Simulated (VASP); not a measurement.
Input of a VASP 6.6.1 run:

The input POSCAR:

```
Si
1.0
    0.0000000000      2.7227277380      2.7227277380
    2.7227277380      0.0000000000      2.7227277380
    2.7227277380      2.7227277380      0.0000000000
Si
2
Direct
    0.5000000000      0.5000000000      0.5000000000
    0.7500000000      0.7500000000      0.7500000000
```

Contents of INCAR.step1:

```
SYSTEM = Si
ALGO = Normal ; EDIFF = 1E-4
ENCUT = 520 ; GGA = PE
ISMEAR = -1 ; LASPH = .True.
LCHARG = .False. ; LREAL = .False.
LWAVE = .True. ; NBANDS = 11
NELM = 100 ; PREC = Accurate
SIGMA = 0.05
```

The input INCAR.step2:

```
SYSTEM = Si
ALGO = Normal ; EDIFF = 1E-6
ENCUT = 520 ; ISIF = 2
ISMEAR = -1 ; ISTART = 1
LASPH = .True. ; LCHARG = .True.
LELF = .True. ; LMIXTAU = .True.
LREAL = .False. ; LVHAR = .True.
LWAVE = .False. ; METAGGA = R2SCAN
NBANDS = 11 ; NELM = 100
PREC = Accurate ; SIGMA = 0.05
```

File KPOINTS:

```
k-points
0
Gamma
  4 4 4
  0 0 0
```

Potentials or basis: VASP PAW PBE potentials, release 64 (Si).

Command:

```sh
$ cat potpaw_PBE.64/Si/POTCAR > POTCAR
$ cp INCAR.step1 INCAR
$ mpirun -np 1 vasp_std > vasp.out
$ cp INCAR.step2 INCAR
$ mpirun -np 1 vasp_std > vasp.out
```

Question: Estimate the band gap on the k mesh.

Answer: 0.92 eV, indirect (least direct gap 2.75 eV).

Question: What does it give for the pressure?

Answer: 0.3 GPa.

Caveat: the k points lie up to 0.50 Å⁻¹ apart; the PAW data sets were made with another functional, which shifts forces and pressure a little. r2SCAN opens gaps a little over a GGA but as a rule still falls short of measured ones.
